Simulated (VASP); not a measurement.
# WSe2 in VASP: single point with PBE

Aim: the single point of WSe2 with PBE.

Program: VASP 6.6.1. These are calculated values, not measurements. Logs are shortened: lines on timing, memory, paths and dates and some standing lists are left out, and cuts for length are marked.

## 1. The cell of the first run

The typed cell holds 3 atoms: a = 3.343 Å, b = 3.343 Å, c = 6.843 Å, α = 75.86°, β = 104.14°, γ = 120.00°.

## 2. Single point, PBE

Input file INCAR:

```
  PREC = Accurate
  ENCUT = 520
  EDIFF = 1E-6
  ISMEAR = 1
  SIGMA = 0.142
  LREAL = F
  LASPH = T
  NELM = 80
  ALGO = Normal
  ISIF = 2
  LWAVE = F
  LCHARG = T
  GGA = PE
  LELF = T
  LVHAR = T
  NBANDS = 20
```

Input file KPOINTS:

```
regular mesh
0
Gamma
  9 9 9
```

Input file POSCAR:

```
WSe2
1.0
    3.3433500000      0.0000000000      0.0000000000
   -1.6716750000      2.8954310000      0.0000000000
   -1.6716750000      0.9651440000      6.5648290000
Se W
2 1
Direct
    0.7497000000      0.2503000000      0.2490000000
    0.5833000000      0.4167000000      0.7500000000
    0.3333000000      0.6667000000      0.0000000000
```

Potentials or basis: VASP PAW PBE potentials, release 64 (Se, W_sv).

Run with:

```
$ cat potpaw_PBE.64/Se/POTCAR potpaw_PBE.64/W_sv/POTCAR > POTCAR
$ mpirun -np 1 vasp_std > vasp.out
```

OUTCAR:

```text
PREC = Accurate
   ENCUT = 520
   EDIFF = 1E-6
   ISMEAR = 1
   LREAL = F
   LASPH = T
   NELM = 80
   ISIF = 2
   GGA = PE

 ion  position               nearest neighbor table
   1  0.750  0.250  0.249-   3 2.53   3 2.53   3 2.53
   2  0.583  0.417  0.750-   3 2.53   3 2.53   3 2.53
   3  0.333  0.667  0.000-   1 2.53   1 2.53   1 2.53   2 2.53   2 2.53   2 2.53

  LATTYP: Found a trigonal (rhomboedric) cell.
 ALAT       =     6.8427324733
 COS(alpha) =     0.8806353520

  Lattice vectors:

 A1 = (   0.0000000000,  -1.9302870000,   6.5648290000)
 A2 = (   1.6716750000,   0.9651440000,   6.5648290000)
 A3 = (  -1.6716750000,   0.9651440000,   6.5648290000)

Analysis of symmetry for initial positions (statically):
=====================================================================
 Subroutine PRICEL returns:
 Original cell was already a primitive cell.

 Routine SETGRP: Setting up the symmetry group for a
 trigonal (rhombohedral) supercell.

 Subroutine GETGRP returns: Found  2 space group operations
 (whereof  2 operations were pure point group operations)
 out of a pool of 12 trial point group operations.

The static configuration has the point symmetry C_1h.

Analysis of symmetry for dynamics (positions and initial velocities):
=====================================================================
 Subroutine PRICEL returns:
 Original cell was already a primitive cell.

 Routine SETGRP: Setting up the symmetry group for a
 trigonal (rhombohedral) supercell.

 Subroutine GETGRP returns: Found  2 space group operations
 (whereof  2 operations were pure point group operations)
 out of a pool of 12 trial point group operations.

The dynamic configuration has the point symmetry C_1h.

 Subroutine INISYM returns: Found  2 space group operations
 (whereof  2 operations are pure point group operations),
 and found     1 'primitive' translations

----------------------------------------------------------------------------------------

                                     Primitive cell

  volume of cell :      63.5504

  direct lattice vectors                    reciprocal lattice vectors
     3.343350000  0.000000000  0.000000000     0.299101201  0.172685863  0.050775622
    -1.671675000  2.895431000  0.000000000     0.000000000  0.345371725 -0.050775648
    -1.671675000  0.965144000  6.564829000     0.000000000  0.000000000  0.152326892

[... 77 lines left out ...]
   ISTART =      0    job   : 0-new  1-cont  2-samecut
   ICHARG =      2    charge: 1-file 2-atom 10-const
   ISPIN  =      1    spin polarized calculation?
   LNONCOLLINEAR =      F non collinear calculations
   LSORBIT =      F    spin-orbit coupling
   LASPH  =      T    aspherical Exc in radial PAW
   ENCUT  =  520.0 eV  38.22 Ry    6.18 a.u.   6.22  6.22 12.72*2*pi/ulx,y,z
   NELM   =     80;   NELMIN=  2; NELMDL= -5     # of ELM steps
   EDIFF  = 0.1E-05   stopping-criterion for ELM
   LREAL  =      F    real-space projection
   EDIFFG = 0.1E-04   stopping-criterion for IOM
   NSW    =      0    number of steps for IOM
   IBRION =     -1    ionic relax: 0-MD 1-quasi-New 2-CG
   NFREE  =      0    steps in history (QN), initial steepest desc. (CG)
   ISIF   =      2    stress and relaxation
   ISYM   =      2    0-nonsym 1-usesym 2-fastsym
   POTIM  = 0.5000    time-step for ionic-motion
   TEBEG  =    0.0;   TEEND  =   0.0 temperature during run
   PSTRESS=    0.0 pullay stress
   NELECT =      26.0000    total number of electrons
   NUPDOWN=      -1.0000    fix difference up-down
   EMIN   =  10.00;   EMAX   =-10.00  energy-range for DOS
   EFERMI =   0.00;   METHOD = LEGACY
   ISMEAR =     1;   SIGMA  =   0.14  broadening in eV -4-tet -1-fermi 0-gaus
   EFERMI_NEDOS =   21; number of points for ismear=-14 and -15
   IALGO  =     38    algorithm
   IMIX   =      4    mixing-type and parameters
     AMIX     =   0.40;   BMIX     =  1.00
     AMIX_MAG =   1.60;   BMIX_MAG =  1.00
  volume/ion in A,a.u.               =      21.18       142.95
  Fermi-wavevector in a.u.,A,eV,Ry     =   1.215327  2.296635 20.096071  1.477020
  Thomas-Fermi vector in A             =   2.350718
   LORBIT       =      0    0 simple, 1 ext, 2 COOP (PROOUT), +10 PAW based schemes
   GGA     = PE    functional components
   LHFCALC =     F    Hartree Fock is set to
   AEXX    =    0.0000 exact exchange contribution
   IVDW    =     0    specifies the selected vdW correction
   LEPSILON=     F    determine dielectric tensor
   LRPA    =     F    only Hartree local field effects (RPA)
 non-spin polarized calculation
 Methfessel and Paxton  Order N= 1 SIGMA  =   0.14
  energy-cutoff  :      520.00
  volume of cell :       63.55
 maximum number of plane-waves:      1726
 NGX is ok and might be reduce to    28
   NGX = 13   NGY = 13   NGZ = 25

 number of electron      26.0000000 magnetization

 Free energy of the ion-electron system (eV)
  ---------------------------------------------------
  ext. energy  EPLUGINS =         0.00000000
  ---------------------------------------------------
  free energy    TOTEN  =       -21.57295978 eV

  energy without entropy =      -21.57301446  energy(sigma->0) =      -21.57297801

 E-fermi :   5.9915     XC(G=0): -10.4722

 val. band max:        5.8911410088   @ k =   0.0000   0.0000   0.4444
 cond. band min:       6.8489401812   @ k =   0.3333   0.3333  -0.2222
 fundamental gap:      0.9577991724
 Fermi energy:         5.9914846712

 k-point     1 :       0.0000    0.0000    0.0000
  band No.  band energies     occupation
      1     -68.5846      2.00000
      2     -32.8019      2.00000
      3     -32.7290      2.00000
      4     -32.7290      2.00000
      5      -9.3636      2.00000
      6      -7.7733      2.00000
[... 541 lines left out ...]
     19      13.4445      0.00000
     20      14.1865      0.00000

 [... further k-points ...]
[... 5 lines left out ...]
  --------------------------------------------------------------------------------------
  -------------------------------------------------------------------------------------
  Total        0.3652654      0.3668772      2.4088992      0.0013947      0.0027545     -0.0047707
  in kB        9.2087491      9.2493834     60.7310409      0.0351629      0.0694431     -0.1202734
  external PRESSURE =      26.3963911 kB  Pullay stress =       0.0000000 kB

 VOLUME and BASIS-vectors are now :
 -----------------------------------------------------------------------------
  energy-cutoff  :      520.00
  volume of cell :       63.55
      direct lattice vectors                 reciprocal lattice vectors
     3.343350000  0.000000000  0.000000000     0.299101201  0.172685863  0.050775622
    -1.671675000  2.895431000  0.000000000     0.000000000  0.345371725 -0.050775648
    -1.671675000  0.965144000  6.564829000     0.000000000  0.000000000  0.152326892

 POSITION                                       TOTAL-FORCE (eV/Angst)
 -----------------------------------------------------------------------------------
      1.67184      0.96505      1.63464        -0.003104      0.001792      0.584900
     -0.00017      1.93038      4.92362        -0.000111      0.000064     -0.477977
     -0.00017      1.93038      0.00000         0.003215     -0.001856     -0.106923
 -----------------------------------------------------------------------------------
    total drift:                                0.000044      0.000042     -0.000002

  FREE ENERGIE OF THE ION-ELECTRON SYSTEM (eV)
  ---------------------------------------------------
  free  energy   TOTEN  =       -21.5729597816 eV

  energy  without entropy=      -21.5730144648  energy(sigma->0) =      -21.57297801
```

OSZICAR:

```text
N       E                     dE             d eps       ncg     rms          rms(c)
DAV:   1     0.193255926785E+03    0.19326E+03   -0.14492E+04  9240   0.125E+03
DAV:   2    -0.125060535499E+02   -0.20576E+03   -0.19874E+03  9488   0.322E+02
DAV:   3    -0.224280987819E+02   -0.99220E+01   -0.98026E+01 10244   0.666E+01
DAV:   4    -0.225572235082E+02   -0.12912E+00   -0.12901E+00  9640   0.796E+00
DAV:   5    -0.225584340617E+02   -0.12106E-02   -0.12105E-02  9624   0.883E-01    0.207E+01
DAV:   6    -0.217630361100E+02    0.79540E+00   -0.50968E+00  8828   0.144E+01    0.703E+00
DAV:   7    -0.216251970482E+02    0.13784E+00   -0.13594E+00  8480   0.619E+00    0.449E+00
DAV:   8    -0.215727768144E+02    0.52420E-01   -0.21905E-01  9496   0.311E+00    0.633E-01
DAV:   9    -0.215728849670E+02   -0.10815E-03   -0.94013E-03  9524   0.628E-01    0.306E-01
DAV:  10    -0.215729065963E+02   -0.21629E-04   -0.14576E-03  9388   0.286E-01    0.609E-02
DAV:  11    -0.215729364150E+02   -0.29819E-04   -0.16463E-04  9444   0.847E-02    0.468E-02
DAV:  12    -0.215729552943E+02   -0.18879E-04   -0.41282E-05  9104   0.431E-02    0.978E-03
DAV:  13    -0.215729595743E+02   -0.42800E-05   -0.99601E-06  9672   0.216E-02    0.262E-03
DAV:  14    -0.215729597816E+02   -0.20734E-06   -0.70267E-07  7432   0.508E-03
   1 F= -.21572960E+02 E0= -.21572978E+02  d E =0.546832E-04
```

It took 6.4 min on 1 thread of AMD EPYC 7R43 (Zen 3), shared host; peak memory 0.34 GiB.

Results:

* Free energy: -21.5730 eV
* Pressure: 2.6 GPa
* Largest force: 0.585 eV/Å
* Band gap on the k mesh: 0.96 eV (least direct gap 1.40 eV)

Forces in eV/Å, atoms in the order of the input:
```
Se  -0.003  0.002  0.585
Se   0.000  0.000 -0.478
W    0.003 -0.002 -0.107
```

Stress tensor (GPa, compression positive):
```
 0.92  0.00 -0.01
 0.00  0.92  0.01
-0.01  0.01  6.07
```

Caveat: spin-orbit coupling is left out, which moves the levels of the heavy elements; an odd mesh through Γ misses points on the zone boundary, where band edges can lie.
